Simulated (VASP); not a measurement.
# Pt in VASP: single point with PBE

Aim: the single point of Pt with PBE.

Everything below comes from runs of VASP 6.6.1. Logs are shortened: lines on timing, memory, paths and dates and some standing lists are left out, and cuts for length are marked.

## 1. The cell of the first run

The typed cell holds 2 atoms: a = 3.868 Å, b = 5.470 Å, c = 2.786 Å, α = 60.61°, β = 133.94°, γ = 90.00°.

## 2. Single point, PBE

INCAR

```
PREC = Accurate
ENCUT = 520
EDIFF = 1E-7
ISMEAR = 0
SIGMA = 0.1
LREAL = False
LASPH = True
NELM = 80
ALGO = Fast
ISIF = 2
LWAVE = False
LCHARG = True
GGA = PE
LELF = True
LVHAR = True
NBANDS = 17
```

KPOINTS

```
Automatic mesh
0
Gamma
  9 7 23
```

POSCAR

```
Pt
1.0
    3.8679401881      0.0000000954      0.0012509929
    0.0000001349      5.4700936949     -0.0008338919
   -1.9335016257      1.3673025812      1.4674270092
Pt
2
Direct
    0.0000000000      0.5000000000      0.0000000000
    0.0000000000      0.0000000000      0.0000000000
```

Potentials or basis: VASP PAW PBE potentials, release 64 (Pt).

Started as:

```sh
cat potpaw_PBE.64/Pt/POTCAR > POTCAR
mpirun -np 1 vasp_std > vasp.out
```

OUTCAR:

```text
PREC = Accurate
   ENCUT = 520
   EDIFF = 1E-7
   ISMEAR = 0
   LREAL = False
   LASPH = True
   NELM = 80
   ISIF = 2
   GGA = PE

 ion  position               nearest neighbor table
   1  0.000  0.500  0.000-   2 2.74   2 2.74   2 2.79   2 2.79   2 2.79   2 2.79
   2  0.000  0.000  0.000-   1 2.74   1 2.74   1 2.79   1 2.79   1 2.79   1 2.79

  LATTYP: Found a triclinic cell.
 ALAT       =     2.7872180100
 B/A-ratio  =     2.4036402079
 C/A-ratio  =     0.9995302209
 COS(alpha) =     0.0000651797
 COS(beta)  =     0.0366331659
 COS(gamma) =     0.8012785518

  Lattice vectors:

 A1 = (   1.9344385624,   1.3673026766,   1.4686780021)
 A2 = (   3.8679403230,   5.4700937903,   0.0004171010)
 A3 = (  -1.9335016257,   1.3673025812,   1.4674270092)

Analysis of symmetry for initial positions (statically):
=====================================================================
 Subroutine PRICEL returns following result:

  LATTYP: Found a triclinic cell.
 ALAT       =     2.7350468792
 B/A-ratio  =     2.4494897428
 C/A-ratio  =     1.0185963006
 COS(alpha) =     0.0000651797
 COS(beta)  =     0.4907120063
 COS(gamma) =     0.8164965809

  Lattice vectors:

 A1 = (  -0.0000000675,  -2.7350468475,   0.0004169459)
 A2 = (  -3.8679403230,  -5.4700937903,  -0.0004171010)
 A3 = (   1.9335016257,  -1.3673025812,  -1.4674270092)

   2 primitive cells build up your supercell.

 Routine SETGRP: Setting up the symmetry group for a
 triclinic supercell.

 Subroutine GETGRP returns: Found  2 space group operations
 (whereof  2 operations were pure point group operations)
 out of a pool of  2 trial point group operations.

The static configuration has the point symmetry S_2 .

Analysis of symmetry for dynamics (positions and initial velocities):
=====================================================================
 Subroutine PRICEL returns following result:

  LATTYP: Found a triclinic cell.
 ALAT       =     2.7350468792
 B/A-ratio  =     2.4494897428
 C/A-ratio  =     1.0185963006
 COS(alpha) =     0.0000651797
 COS(beta)  =     0.4907120063
 COS(gamma) =     0.8164965809

  Lattice vectors:

 A1 = (  -0.0000000675,  -2.7350468475,   0.0004169459)
 A2 = (  -3.8679403230,  -5.4700937903,  -0.0004171010)
 A3 = (   1.9335016257,  -1.3673025812,  -1.4674270092)

   2 primitive cells build up your supercell.

 Routine SETGRP: Setting up the symmetry group for a
 triclinic supercell.

 Subroutine GETGRP returns: Found  2 space group operations
 (whereof  2 operations were pure point group operations)
 out of a pool of  2 trial point group operations.

The dynamic configuration has the point symmetry S_2 .

 Subroutine INISYM returns: Found  2 space group operations
 (whereof  2 operations are pure point group operations),
 and found     2 'primitive' translations

----------------------------------------------------------------------------------------

                                     Primitive cell

  volume of cell :      15.5327

  direct lattice vectors                    reciprocal lattice vectors
    -0.000000067 -2.735046847  0.000416946     0.516740740 -0.365468755  1.021396924
    -3.867940323 -5.470093790 -0.000417101    -0.258425426 -0.000051895 -0.340456474
     1.933501626 -1.367302581 -1.467427009     0.000220278 -0.000103827 -0.681077915

  length of vectors
     2.735046879  6.699469277  2.785908633     1.201598968  0.427427555  0.681077959

  position of ions in fractional coordinates (direct lattice)
     0.000000000  0.000000000  0.000000000

  ion indices of the primitive-cell ions
   primitive index   ion index
                 1           1

----------------------------------------------------------------------------------------

 KPOINTS: Automatic mesh

Automatic generation of k-mesh.
 Grid dimensions read from file:
 generate k-points for:    9    7   23

 Generating k-lattice:

  Cartesian coordinates                     Fractional coordinates (reciprocal lattice)
     0.028713936  0.000005766  0.037828497     0.111111111 -0.000000000  0.000000000
     0.000007865  0.026112325 -0.024320284    -0.000000000  0.142857143 -0.000000000
    -0.000009577  0.000004514  0.029612083    -0.000000000  0.000000000  0.043478261

  Length of vectors
     0.047491951  0.035683747  0.029612085

  Shift w.r.t. Gamma in fractional coordinates (k-lattice)
     0.000000000  0.000000000  0.000000000

 Subroutine IBZKPT returns following result:
 ===========================================

 Found    725 irreducible k-points:

 Following reciprocal coordinates:
            Coordinates               Weight
  0.000000  0.000000  0.000000      1.000000
  0.111111 -0.000000  0.000000      2.000000
  0.222222 -0.000000  0.000000      2.000000
  0.333333  0.000000  0.000000      2.000000
  0.444444 -0.000000  0.000000      2.000000
  0.000000  0.142857  0.000000      2.000000
[... 16 lines left out ...]
 -0.111111  0.285714 -0.000000      2.000000
  0.000000  0.428571 -0.000000      2.000000
 [... further k-points ...]
   k-points           NKPTS =    725   k-points in BZ     NKDIM =    725   number of bands    NBANDS=     17
   number of dos      NEDOS =    301   number of ions     NIONS =      2
   total plane-waves  NPLWV =  30240
   dimension x,y,z NGX =    30 NGY =   42 NGZ =   24
   dimension x,y,z NGXF=    60 NGYF=   84 NGZF=   48
   ions per type =               2
   NGX,Y,Z   is equivalent  to a cutoff of  12.89, 12.76, 14.32 a.u.
   NGXF,Y,Z  is equivalent  to a cutoff of  25.79, 25.53, 28.64 a.u.
 SYSTEM =  unknown system
   PREC   = accura    normal or accurate (medium, high low for compatibility)
   ISTART =      0    job   : 0-new  1-cont  2-samecut
   ICHARG =      2    charge: 1-file 2-atom 10-const
   ISPIN  =      1    spin polarized calculation?
   LNONCOLLINEAR =      F non collinear calculations
   LSORBIT =      F    spin-orbit coupling
   LASPH  =      T    aspherical Exc in radial PAW
   ENCUT  =  520.0 eV  38.22 Ry    6.18 a.u.   7.19 10.17  5.18*2*pi/ulx,y,z
   NELM   =     80;   NELMIN=  2; NELMDL= -5     # of ELM steps
   EDIFF  = 0.1E-06   stopping-criterion for ELM
   LREAL  =      F    real-space projection
   EDIFFG = 0.1E-05   stopping-criterion for IOM
   NSW    =      0    number of steps for IOM
   IBRION =     -1    ionic relax: 0-MD 1-quasi-New 2-CG
   NFREE  =      0    steps in history (QN), initial steepest desc. (CG)
   ISIF   =      2    stress and relaxation
   ISYM   =      2    0-nonsym 1-usesym 2-fastsym
   POTIM  = 0.5000    time-step for ionic-motion
   TEBEG  =    0.0;   TEEND  =   0.0 temperature during run
   PSTRESS=    0.0 pullay stress
   NELECT =      20.0000    total number of electrons
   NUPDOWN=      -1.0000    fix difference up-down
   EMIN   =  10.00;   EMAX   =-10.00  energy-range for DOS
   EFERMI =   0.00;   METHOD = LEGACY
   ISMEAR =     0;   SIGMA  =   0.10  broadening in eV -4-tet -1-fermi 0-gaus
   EFERMI_NEDOS =   21; number of points for ismear=-14 and -15
   IALGO  =     68    algorithm
   IMIX   =      4    mixing-type and parameters
     AMIX     =   0.40;   BMIX     =  1.00
     AMIX_MAG =   1.60;   BMIX_MAG =  1.00
  volume/ion in A,a.u.               =      15.53       104.82
  Fermi-wavevector in a.u.,A,eV,Ry     =   1.413597  2.671311 27.187927  1.998256
  Thomas-Fermi vector in A             =   2.535226
   LORBIT       =      0    0 simple, 1 ext, 2 COOP (PROOUT), +10 PAW based schemes
   GGA     = PE    functional components
   LHFCALC =     F    Hartree Fock is set to
   AEXX    =    0.0000 exact exchange contribution
   IVDW    =     0    specifies the selected vdW correction
   LEPSILON=     F    determine dielectric tensor
   LRPA    =     F    only Hartree local field effects (RPA)
 non-spin polarized calculation
 RMM-DIIS sequential band-by-band and
 Gauss-broadening in eV      SIGMA  =   0.10
  energy-cutoff  :      520.00
  volume of cell :       31.07
 maximum number of plane-waves:       848
 NGX is ok and might be reduce to    30
   NGX = 15   NGY = 21   NGZ = 11

 number of electron      20.0000000 magnetization

 Free energy of the ion-electron system (eV)
  ---------------------------------------------------
  ext. energy  EPLUGINS =         0.00000000
  ---------------------------------------------------
  free energy    TOTEN  =       -12.18617694 eV

  energy without entropy =      -12.17028433  energy(sigma->0) =      -12.17823063

 E-fermi :  10.6858     XC(G=0): -13.3097

 val. band max:       10.6851303673   @ k =   0.2222   0.1429   0.0870
 cond. band min:      10.6859814755   @ k =   0.3333  -0.1429   0.1739
 fundamental gap:      0.0008511082
 Fermi energy:        10.6857638491

 k-point     1 :       0.0000    0.0000    0.0000
  band No.  band energies     occupation
      1       0.8164      2.00000
      2       3.9259      2.00000
      3       4.3936      2.00000
      4       6.5880      2.00000
      5       7.1960      2.00000
      6       7.3881      2.00000
[... 9 lines left out ...]
     16      25.3814      0.00000
     17      28.8774      0.00000

 k-point     2 :       0.1111   -0.0000    0.0000
  band No.  band energies     occupation
      1       1.2601      2.00000
      2       4.1861      2.00000
      3       4.6611      2.00000
      4       6.5697      2.00000
      5       7.1734      2.00000
      6       7.5344      2.00000
[... 9 lines left out ...]
     16      25.9158      0.00000
     17      27.5809      0.00000

 k-point     3 :       0.2222   -0.0000    0.0000
  band No.  band energies     occupation
      1       2.3809      2.00000
      2       4.5932      2.00000
      3       5.5484      2.00000
      4       6.5652      2.00000
      5       7.2024      2.00000
      6       7.6155      2.00000
[... 9 lines left out ...]
     16      25.4131      0.00000
     17      26.9825      0.00000

 k-point     4 :       0.3333    0.0000    0.0000
  band No.  band energies     occupation
      1       3.3361      2.00000
      2       4.3965      2.00000
      3       6.2403      2.00000
      4       7.0629      2.00000
      5       7.4656      2.00000
      6       7.5076      2.00000
[... 9 lines left out ...]
     16      26.2367      0.00000
     17      27.1695      0.00000
[... 343 lines left out ...]
      1       3.8862      2.00000
      2       3.9964      2.00000
      3       6.3431      2.00000
      4       6.4451      2.00000
      5       6.8073      2.00000
      6       6.9868      2.00000
[... 9 lines left out ...]
     16      27.2101      0.00000
     17      28.6779      0.00000

 k-point    23 :      -0.1111    0.2857   -0.0000
  band No.  band energies     occupation
      1       2.8186      2.00000
      2       4.2460      2.00000
      3       5.3180      2.00000
      4       6.0274      2.00000
      5       7.4244      2.00000
      6       7.4829      2.00000
[... 9 lines left out ...]
     16      26.6124      0.00000
     17      27.8884      0.00000

 k-point    24 :       0.0000    0.4286   -0.0000
  band No.  band energies     occupation
      1       2.9146      2.00000
      2       3.8914      2.00000
      3       5.2658      2.00000
      4       5.8183      2.00000
      5       7.7719      2.00000
      6       7.8711      2.00000
[... 9 lines left out ...]
     16      28.0017      0.00000
     17      28.4741      0.00000

 [... further k-points ...]
[... 5 lines left out ...]
  --------------------------------------------------------------------------------------
  -------------------------------------------------------------------------------------
  Total        0.3190230      1.0353242     -0.1235119     -0.0055877     -0.0011868      0.0017134
  in kB       16.4533690     53.3960632     -6.3700330     -0.2881822     -0.0612061      0.0883661
  external PRESSURE =      21.1597998 kB  Pullay stress =       0.0000000 kB

 VOLUME and BASIS-vectors are now :
 -----------------------------------------------------------------------------
  energy-cutoff  :      520.00
  volume of cell :       31.07
      direct lattice vectors                 reciprocal lattice vectors
     3.867940188  0.000000095  0.001250993     0.258425426  0.000051895  0.340456474
     0.000000135  5.470093695 -0.000833892     0.000055056  0.182786272 -0.170241988
    -1.933501626  1.367302581  1.467427009    -0.000220278  0.000103827  0.681077915

 POSITION                                       TOTAL-FORCE (eV/Angst)
 -----------------------------------------------------------------------------------
      0.00000      2.73505     -0.00042         0.000000     -0.000000     -0.000000
      0.00000      0.00000      0.00000         0.000000      0.000000      0.000000
 -----------------------------------------------------------------------------------
    total drift:                               -0.000000      0.000000     -0.000000

  FREE ENERGIE OF THE ION-ELECTRON SYSTEM (eV)
  ---------------------------------------------------
  free  energy   TOTEN  =       -12.1861769363 eV

  energy  without entropy=      -12.1702843295  energy(sigma->0) =      -12.17823063
```

Run time: 8.5 min. Hardware: 1 thread of Intel Xeon Platinum 8259CL at 2.50GHz (Skylake/Cascade Lake), shared host; peak memory 0.44 GiB.

Results:

* Free energy: -12.1862 eV
* Pressure: 2.1 GPa
* Band gap on the k mesh: zero (bands 10 and 11 overlap by 1.49 eV)

Caveat: spin-orbit coupling is left out, which moves the levels of the heavy elements.
